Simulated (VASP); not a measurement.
Input of a VASP 6.6.1 run:

Contents of INCAR:

```
ALGO = Normal
EDIFF = 1E-6
ENCUT = 500
GGA = PE
GGA_COMPAT = F
ISIF = 2
ISMEAR = 0
LASPH = T
LCHARG = T
LELF = T
LREAL = F
LVHAR = T
LWAVE = F
NBANDS = 17
NELM = 120
PREC = Accurate
SIGMA = 0.01
```

File KPOINTS:

```
k-points
0
Gamma
  6 6 6
```

File POSCAR:

```
TlBr
1.0
    3.9461933130      0.0000000000      0.0000000000
    0.0000000000      3.9461933130      0.0000000000
    0.0000000000      0.0000000000      3.9461933130
Tl Br
1 1
Direct
    0.0000000000      0.0000000000      0.0000000000
    0.5000000000      0.5000000000      0.5000000000
```

Potentials or basis: VASP PAW PBE potentials, release 64 (Tl_d, Br).

The run is started by

```sh
$ cat potpaw_PBE.64/Tl_d/POTCAR potpaw_PBE.64/Br/POTCAR > POTCAR
$ mpirun -np 1 vasp_std > vasp.out
```

**Question.** Predict the pressure.

**Answer.** 1.9 GPa.

**Question.** Predict the band gap on the k mesh.

**Answer.** 1.79 eV, direct.

Caveat: spin-orbit coupling is left out, which moves the levels of the heavy elements. A k mesh can miss the band edges.
